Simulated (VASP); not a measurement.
# TiO2 (C2/m) in VASP: settings compared

Aim: see how the results for TiO2 move with the level of theory and the settings. Levels: revPBE+D4, SVWN5, r2SCAN+D4. Tasks: single point.

Everything below comes from runs of VASP 6.6.1. Logs are shortened: lines on timing, memory, paths and dates and some standing lists are left out, and cuts for length are marked.

## Step 1: The cell of the first run

It takes space group C2/m (No. 12, monoclinic). Conventional cell: a = 12.549 Å, b = 3.841 Å, c = 6.746 Å, α = 90.00°, β = 106.95°, γ = 90.00°. Ti (site symmetry m) has 6 O at 1.90 to 2.20 Å within 2.5 Å. Ti (site symmetry m) has 6 O at 1.82 to 2.38 Å within 2.4 Å. Within 2.6 Å of O (site symmetry m) lie 3 Ti at 1.98 to 2.07 Å and 2 O at 2.58 Å. Within 2.8 Å of O (site symmetry m) lie 4 Ti at 2.00 to 2.38 Å and 5 O at 2.58 to 2.76 Å. O (site symmetry m) has 2 Ti at 1.82 to 1.91 Å within 2.4 Å. O (site symmetry m) has 3 Ti at 1.90 to 2.20 Å and 1 O at 2.59 Å within 2.6 Å.

## Step 2: Single point, revPBE+D4

Input file INCAR:

```
SYSTEM = TiO2
PREC = Accurate
ENCUT = 520
EDIFF = 1E-7
ISMEAR = -1
SIGMA = 0.05
LREAL = .FALSE.
LASPH = .TRUE.
NELM = 80
ALGO = Normal
ISIF = 2
LWAVE = .FALSE.
LCHARG = .FALSE.
GGA = RE
IVDW = 13
NBANDS = 60
```

Input file KPOINTS:

```
regular mesh
0
G
  8 8 4
  0 0 0
```

Input file POSCAR:

```
TiO2
1.0
    6.2742662098     -1.9204086332      0.0000000000
    6.2742662098      1.9204086332      0.0000000000
   -1.9661460253      0.0000000000      6.4530957747
Ti O
4 8
Direct
    0.9000710000      0.9000710000      0.2896020000
    0.1952860000      0.1952860000      0.2837620000
    0.0999290000      0.0999290000      0.7103980000
    0.8047140000      0.8047140000      0.7162380000
    0.3619310000      0.3619310000      0.2933970000
    0.2634885000      0.2634885000      0.6525000000
    0.8671885000      0.8671885000      0.9952910000
    0.7365115000      0.7365115000      0.3475000000
    0.9416475000      0.9416475000      0.6300210000
    0.1328115000      0.1328115000      0.0047090000
    0.6380690000      0.6380690000      0.7066030000
    0.0583525000      0.0583525000      0.3699790000
```

Potentials or basis: VASP PAW PBE potentials, release 64 (Ti_sv, O).

On the command line:

```bash
cat potpaw_PBE.64/Ti_sv/POTCAR potpaw_PBE.64/O/POTCAR > POTCAR
mpirun -np 1 vasp_std > vasp.out
```

OUTCAR:

```text
SYSTEM = TiO2
   PREC = Accurate
   ENCUT = 520
   EDIFF = 1E-7
   ISMEAR = -1
   LREAL = .FALSE.
   LASPH = .TRUE.
   NELM = 80
   ISIF = 2
   GGA = RE
   IVDW = 13

 ion  position               nearest neighbor table
   1  0.900  0.900  0.290-  12 1.90   7 1.91   5 1.98   5 1.98   8 2.20   9 2.20
   2  0.195  0.195  0.284-  10 1.82  12 1.97   8 2.00   8 2.00   5 2.07   6 2.38
   3  0.100  0.100  0.710-   9 1.90  10 1.91  11 1.98  11 1.98   6 2.20  12 2.20
   4  0.805  0.805  0.716-   7 1.82   9 1.97   6 2.00   6 2.00  11 2.07   8 2.38
   5  0.362  0.362  0.293-   1 1.98   1 1.98   2 2.07
   6  0.263  0.263  0.653-   4 2.00   4 2.00   3 2.20   2 2.38
   7  0.867  0.867  0.995-   4 1.82   1 1.91
   8  0.737  0.737  0.347-   2 2.00   2 2.00   1 2.20   4 2.38
   9  0.942  0.942  0.630-   3 1.90   4 1.97   1 2.20
  10  0.133  0.133  0.005-   2 1.82   3 1.91
  11  0.638  0.638  0.707-   3 1.98   3 1.98   4 2.07
  12  0.058  0.058  0.370-   1 1.90   2 1.97   3 2.20

  LATTYP: Found a base centered monoclinic cell.
 ALAT       =    12.5485324196
 B/A-ratio  =     0.3060770087
 C/A-ratio  =     0.5375907333
 COS(beta)  =    -0.2914546970

  Lattice vectors:

 A1 = (   6.2742662098,  -1.9204086332,   0.0000000000)
 A2 = (   6.2742662098,   1.9204086332,   0.0000000000)
 A3 = (  -1.9661460253,   0.0000000000,   6.4530957747)

Analysis of symmetry for initial positions (statically):
=====================================================================
 Subroutine PRICEL returns:
 Original cell was already a primitive cell.

 Routine SETGRP: Setting up the symmetry group for a
 base centered monoclinic supercell.

 Subroutine GETGRP returns: Found  4 space group operations
 (whereof  4 operations were pure point group operations)
 out of a pool of  4 trial point group operations.

The static configuration has the point symmetry C_2h.

Analysis of symmetry for dynamics (positions and initial velocities):
=====================================================================
 Subroutine PRICEL returns:
 Original cell was already a primitive cell.

 Routine SETGRP: Setting up the symmetry group for a
 base centered monoclinic supercell.

 Subroutine GETGRP returns: Found  4 space group operations
 (whereof  4 operations were pure point group operations)
 out of a pool of  4 trial point group operations.

The dynamic configuration has the point symmetry C_2h.

 Subroutine INISYM returns: Found  4 space group operations
 (whereof  4 operations are pure point group operations),
 and found     1 'primitive' translations

----------------------------------------------------------------------------------------

                                     Primitive cell

  volume of cell :     155.5087

  direct lattice vectors                    reciprocal lattice vectors
     6.274266210 -1.920408633  0.000000000     0.079690594 -0.260361254  0.024280338
     6.274266210  1.920408633  0.000000000     0.079690594  0.260361254  0.024280338
    -1.966146025  0.000000000  6.453095775     0.000000000  0.000000000  0.154964382

  length of vectors
     6.561584092  6.561584092  6.745974746     0.273364424  0.273364424  0.154964382

  position of ions in fractional coordinates (direct lattice)
     0.900071000  0.900071000  0.289602000
     0.195286000  0.195286000  0.283762000
     0.099929000  0.099929000  0.710398000
     0.804714000  0.804714000  0.716238000
     0.361931000  0.361931000  0.293397000
     0.263488500  0.263488500  0.652500000
     0.867188500  0.867188500  0.995291000
     0.736511500  0.736511500  0.347500000
     0.941647500  0.941647500  0.630021000
     0.132811500  0.132811500  0.004709000
     0.638069000  0.638069000  0.706603000
     0.058352500  0.058352500  0.369979000

  ion indices of the primitive-cell ions
   primitive index   ion index
                 1           1
                 2           2
                 3           3
                 4           4
                 5           5
                 6           6
                 7           7
                 8           8
                 9           9
                10          10
                11          11
                12          12

----------------------------------------------------------------------------------------

 KPOINTS: regular mesh

Automatic generation of k-mesh.
 Grid dimensions read from file:
 generate k-points for:    8    8    4

 Generating k-lattice:

  Cartesian coordinates                     Fractional coordinates (reciprocal lattice)
     0.009961324 -0.032545157  0.003035042     0.125000000  0.000000000  0.000000000
     0.009961324  0.032545157  0.003035042     0.000000000  0.125000000  0.000000000
     0.000000000  0.000000000  0.038741096     0.000000000  0.000000000  0.250000000

  Length of vectors
     0.034170553  0.034170553  0.038741096

  Shift w.r.t. Gamma in fractional coordinates (k-lattice)
     0.000000000  0.000000000  0.000000000

 Subroutine IBZKPT returns following result:
 ===========================================

 Found     78 irreducible k-points:

 Following reciprocal coordinates:
            Coordinates               Weight
  0.000000  0.000000  0.000000      1.000000
  0.125000  0.000000 -0.000000      4.000000
  0.250000  0.000000 -0.000000      4.000000
  0.375000  0.000000 -0.000000      4.000000
  0.500000  0.000000 -0.000000      2.000000
  0.125000  0.125000 -0.000000      2.000000
[... 16 lines left out ...]
  0.125000  0.000000  0.250000      4.000000
  0.250000  0.000000  0.250000      4.000000
 [... further k-points ...]
   k-points           NKPTS =     78   k-points in BZ     NKDIM =     78   number of bands    NBANDS=     60
   number of dos      NEDOS =    301   number of ions     NIONS =     12
   total plane-waves  NPLWV = 125000
   dimension x,y,z NGX =    50 NGY =   50 NGZ =   50
   dimension x,y,z NGXF=   100 NGYF=  100 NGZF=  100
   ions per type =               4   8
   NGX,Y,Z   is equivalent  to a cutoff of  12.67, 12.67, 12.32 a.u.
   NGXF,Y,Z  is equivalent  to a cutoff of  25.34, 25.34, 24.64 a.u.
 SYSTEM =  TiO2
   PREC   = accura    normal or accurate (medium, high low for compatibility)
   ISTART =      0    job   : 0-new  1-cont  2-samecut
   ICHARG =      2    charge: 1-file 2-atom 10-const
   ISPIN  =      1    spin polarized calculation?
   LNONCOLLINEAR =      F non collinear calculations
   LSORBIT =      F    spin-orbit coupling
   LASPH  =      T    aspherical Exc in radial PAW
   ENCUT  =  520.0 eV  38.22 Ry    6.18 a.u.  12.20 12.20 12.54*2*pi/ulx,y,z
   NELM   =     80;   NELMIN=  2; NELMDL= -5     # of ELM steps
   EDIFF  = 0.1E-06   stopping-criterion for ELM
   LREAL  =      F    real-space projection
   EDIFFG = 0.1E-05   stopping-criterion for IOM
   NSW    =      0    number of steps for IOM
   IBRION =     -1    ionic relax: 0-MD 1-quasi-New 2-CG
   NFREE  =      0    steps in history (QN), initial steepest desc. (CG)
   ISIF   =      2    stress and relaxation
   ISYM   =      2    0-nonsym 1-usesym 2-fastsym
   POTIM  = 0.5000    time-step for ionic-motion
   TEBEG  =    0.0;   TEEND  =   0.0 temperature during run
   PSTRESS=    0.0 pullay stress
   NELECT =      96.0000    total number of electrons
   NUPDOWN=      -1.0000    fix difference up-down
   EMIN   =  10.00;   EMAX   =-10.00  energy-range for DOS
   EFERMI =   0.00;   METHOD = LEGACY
   ISMEAR =    -1;   SIGMA  =   0.05  broadening in eV -4-tet -1-fermi 0-gaus
   EFERMI_NEDOS =   21; number of points for ismear=-14 and -15
   IALGO  =     38    algorithm
   IMIX   =      4    mixing-type and parameters
     AMIX     =   0.40;   BMIX     =  1.00
     AMIX_MAG =   1.60;   BMIX_MAG =  1.00
  volume/ion in A,a.u.               =      12.96        87.45
  Fermi-wavevector in a.u.,A,eV,Ry     =   1.393949  2.634182 26.437412  1.943095
  Thomas-Fermi vector in A             =   2.517546
   LORBIT       =      0    0 simple, 1 ext, 2 COOP (PROOUT), +10 PAW based schemes
   GGA     = RE    functional components
   LHFCALC =     F    Hartree Fock is set to
   AEXX    =    0.0000 exact exchange contribution
   IVDW    =    13    specifies the selected vdW correction
   LEPSILON=     F    determine dielectric tensor
   LRPA    =     F    only Hartree local field effects (RPA)
 non-spin polarized calculation
  energy-cutoff  :      520.00
  volume of cell :      155.51
 maximum number of plane-waves:      4211
 NGX is ok and might be reduce to    50
   NGX = 25   NGY = 25   NGZ = 25

 number of electron      96.0000001 magnetization

 Free energy of the ion-electron system (eV)
  ---------------------------------------------------
  ext. energy  EPLUGINS =         0.00000000
  ---------------------------------------------------
  free energy    TOTEN  =      -103.55776416 eV

  energy without entropy =     -103.55776416  energy(sigma->0) =     -103.55776416

 E-fermi :   3.4391     XC(G=0):  -9.7379

 val. band max:        2.1654016355   @ k =  -0.2500   0.2500   0.5000
 cond. band min:       4.7161853405   @ k =   0.0000   0.0000   0.0000
 fundamental gap:      2.5507837050
 Fermi energy:         3.4390959424

 k-point     1 :       0.0000    0.0000    0.0000
  band No.  band energies     occupation
      1     -54.3965      2.00000
      2     -54.3882      2.00000
      3     -54.3000      2.00000
      4     -54.2953      2.00000
      5     -30.6685      2.00000
      6     -30.6329      2.00000
[... 52 lines left out ...]
     59       6.6295      0.00000
     60       6.7423      0.00000

 k-point     2 :       0.1250    0.0000   -0.0000
  band No.  band energies     occupation
      1     -54.3961      2.00000
      2     -54.3879      2.00000
      3     -54.2997      2.00000
      4     -54.2953      2.00000
      5     -30.6667      2.00000
      6     -30.6314      2.00000
[... 52 lines left out ...]
     59       6.4218      0.00000
     60       6.4578      0.00000

 k-point     3 :       0.2500    0.0000   -0.0000
  band No.  band energies     occupation
      1     -54.3951      2.00000
      2     -54.3872      2.00000
      3     -54.2988      2.00000
      4     -54.2955      2.00000
      5     -30.6624      2.00000
      6     -30.6282      2.00000
[... 1312 lines left out ...]
     59       6.4338      0.00000
     60       6.4724      0.00000

 k-point    24 :       0.2500    0.0000    0.2500
  band No.  band energies     occupation
      1     -54.3950      2.00000
      2     -54.3873      2.00000
      3     -54.2990      2.00000
      4     -54.2954      2.00000
      5     -30.6619      2.00000
      6     -30.6285      2.00000
[... 52 lines left out ...]
     59       6.3831      0.00000
     60       6.4191      0.00000

 [... further k-points ...]

------------------------ aborting loop because EDIFF is reached ----------------------------------------

  DFT-D4 for vdW energy calculation

  Edisp (eV):   -3.90744

  FORCE on cell =-STRESS in cart. coord.  units (eV):
  Direction    XX          YY          ZZ          XY          YZ          ZX
  --------------------------------------------------------------------------------------
  -------------------------------------------------------------------------------------
  Total     -12.67882   -12.69213   -13.16885     0.00000     0.00000    -0.28305
  in kB    -130.62754  -130.76462  -135.67623     0.00000     0.00000    -2.91620
  external pressure =     -132.36 kB  Pullay stress =        0.00 kB

 VOLUME and BASIS-vectors are now :
 -----------------------------------------------------------------------------
  energy-cutoff  :      520.00
  volume of cell :      155.51
      direct lattice vectors                 reciprocal lattice vectors
     6.274266210 -1.920408633  0.000000000     0.079690594 -0.260361254  0.024280338
     6.274266210  1.920408633  0.000000000     0.079690594  0.260361254  0.024280338
    -1.966146025  0.000000000  6.453095775     0.000000000  0.000000000  0.154964382

 POSITION                                       TOTAL-FORCE (eV/Angst)
 -----------------------------------------------------------------------------------
     10.72517      0.00000      1.86883         0.230039      0.000000     -0.245073
      1.89264      0.00000      1.83114        -0.108478      0.000000     -0.575434
     -0.14278      0.00000      4.58427        -0.230039      0.000000      0.245073
      8.68975      0.00000      4.62195         0.108478      0.000000      0.575434
      3.96484      0.00000      1.89332        -0.227694      0.000000      0.016009
      2.02348      0.00000      4.21064        -0.105251      0.000000      0.107582
      8.92506      0.00000      6.42271        -0.287230      0.000000     -0.271727
      8.55890      0.00000      2.24245         0.105251      0.000000     -0.107582
     10.57758      0.00000      4.06559         0.157595      0.000000      0.037851
      1.65733      0.00000      0.03039         0.287230      0.000000      0.271727
      6.61754      0.00000      4.55978         0.227694      0.000000     -0.016009
      0.00481      0.00000      2.38751        -0.157595      0.000000     -0.037851
 -----------------------------------------------------------------------------------
    total drift:                               -0.000000     -0.000000      0.000000

  FREE ENERGIE OF THE ION-ELECTRON SYSTEM (eV)
  ---------------------------------------------------
  free  energy   TOTEN  =      -107.4652021514 eV

  energy  without entropy=     -107.4652021514  energy(sigma->0) =     -107.46520215
```

It took 49 min on 1 thread of Oxide Virtual Turin-like, shared host; peak memory 0.65 GiB.

Results:

```
Free energy                : -107.4652 eV
Pressure                   : -13.2 GPa
Largest force              : 0.586 eV/Å
Band gap on the k mesh     : 2.55 eV (least direct gap 2.70 eV)
Dispersion energy per atom : -0.326 eV
```

Forces in eV/Å, atoms in the order of the input:
```
Ti   0.230  0.000 -0.245
Ti  -0.108  0.000 -0.575
Ti  -0.230  0.000  0.245
Ti   0.108  0.000  0.575
O   -0.228  0.000  0.016
O   -0.105  0.000  0.108
O   -0.287  0.000 -0.272
O    0.105  0.000 -0.108
O    0.158  0.000  0.038
O    0.287  0.000  0.272
O    0.228  0.000 -0.016
O   -0.158  0.000 -0.038
```

Caveat: the cell stands under tension; the PAW data sets were made with another functional, which shifts forces and pressure a little.

(Continued in part 2 of 2.)
